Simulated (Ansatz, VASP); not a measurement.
## Mg2ZnS3 in VASP and in Ansatz

```
Mg Zn S
1.0
     4.02102    0.00000    0.00000
     0.00000    4.02102    0.00000
     0.00000    0.00000    8.78084
Mg Zn S
2 1 3
Direct
  0.00000 0.00000 0.69945
  0.00000 0.00000 0.30055
  0.50000 0.50000 0.50000
  0.00000 0.00000 0.00000
  0.50000 0.50000 0.31756
  0.50000 0.50000 0.68244
```

Alike in both runs: task relaxation of cell and atoms; functional PBE; k mesh 4 × 4 × 2; occupations gaussian, width 0.1 eV; no spin polarisation.

|  | VASP | Ansatz |
| --- | --- | --- |
| version | VASP 6.6.1 | Ansatz 0.2.0 |
| potentials or method | VASP PAW PBE potentials, release 64 (Mg, Zn, S), cutoff 600 eV | scalar-relativistic, plane waves, PAW |
| valence electrons in the cell | 34 | 50 |

```csv
,VASP,Ansatz,Ansatz less VASP
"gap on the k mesh at the Fermi level, each at its own relaxed structure (eV)",none,none,-
relaxed volume (Å³/atom),22.48,22.45,-0.023
relaxed cell length with the largest relative difference (Å),10.578,10.553,-0.0252
```

A gap of «none» marks a metal or a gap that the smearing closes. VASP's potentials hold 34 valence electrons a cell and Ansatz's 50, so a difference there can come from the potentials and not from the codes.

The k mesh is coarse, so the values compare programs but aren't converged.
